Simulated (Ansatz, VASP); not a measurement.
# Two plane-wave programs on HfO2

```
Hf O
1.0
     3.86763    0.00000    0.00000
     0.00000    3.86763    0.00000
     0.00000    0.00000    4.81908
Hf O
2 4
Direct
  0.00000 0.00000 0.00000
  0.50000 0.50000 0.50000
  0.00000 0.50000 0.29000
  0.50000 0.00000 0.21000
  0.50000 0.00000 0.71000
  0.00000 0.50000 0.79000
```

Alike in both runs: task single point; functional PBE; k mesh 6 × 6 × 4; occupations gaussian, width 0.1 eV; no spin polarisation.

|  | VASP | Ansatz |
| --- | --- | --- |
| version | VASP 6.6.1 | Ansatz 0.2.0 |
| potentials or method | VASP PAW PBE potentials, release 64 (Hf_pv, O), cutoff 600 eV | scalar-relativistic, plane waves, PAW |
| valence electrons in the cell | 44 | 76 |

|  | VASP | Ansatz | Ansatz less VASP |
| --- | --- | --- | --- |
| gap on the k mesh at the Fermi level (eV) | 2.41 | 2.45 | +0.042 |
| least direct gap on the mesh (eV) | 2.41 | 2.45 | +0.042 |
| pressure (GPa) | -18.0 | -14.9 | +3.03 |
| rms of the force components (eV/Å) | 0.071 | 0.059 | -0.0125 |

VASP's potentials hold 44 valence electrons a cell and Ansatz's 76, so a difference there can come from the potentials and not from the codes.

Neither program's run includes spin-orbit coupling.
